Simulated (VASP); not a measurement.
Wanted: the native input for a VASP 6.6.1 run.

```
Task                   : single point
Functional             : PBE
Potentials or basis    : VASP PAW PBE potentials, release 64 (Ta_pv, N)
Cutoff                 : 520 eV
k mesh                 : 15 × 15 × 14
Occupations            : fermi-dirac, width 0.08 eV
Spin                   : no spin polarisation
Dipole correction      : no
Further INCAR settings : ALGO = Normal; EDIFF = 1e-07; NBANDS = 15
```

The structure of TaN (WC type) lies in POSCAR:

```
TaN
1.0
    2.9510921496      0.0000000000      0.0000000000
   -1.4755460748      2.5557207704      0.0000000000
    0.0000000000      0.0000000000      2.8985176425
Ta N
1 1
Direct
    0.0000000000      0.0000000000      0.0000000000
    0.3333333333      0.6666666667      0.5000000000
```

These files were run (other wordings do the same):

INCAR

```
SYSTEM = TaN
PREC = Accurate ; ENCUT = 520
EDIFF = 1E-7 ; ISMEAR = -1
SIGMA = 0.08 ; LREAL = .False.
LASPH = .True. ; NELM = 80
ALGO = Normal ; ISIF = 2
LWAVE = .False. ; LCHARG = .False.
GGA = PE ; NBANDS = 15
```

KPOINTS

```
Automatic mesh
0
Gamma
  15 15 14
  0 0 0
```

Potentials or basis: VASP PAW PBE potentials, release 64 (Ta_pv, N).

Run with:

```sh
$ cat potpaw_PBE.64/Ta_pv/POTCAR potpaw_PBE.64/N/POTCAR > POTCAR
$ mpirun -np 1 vasp_std > vasp.out
```

It gave:

```yaml
Pressure: 0.4 GPa
Band_gap_on_the_k_mesh: zero (band 8 reaches 8.32 eV, above the bottom of band 9 at 8.02 eV)
```

Caveat: spin-orbit coupling is left out, which moves the levels of the heavy elements.

It took 58 s on 1 thread of Intel Xeon 6975P-C, with other jobs on the host, peak memory 0.2 GiB.
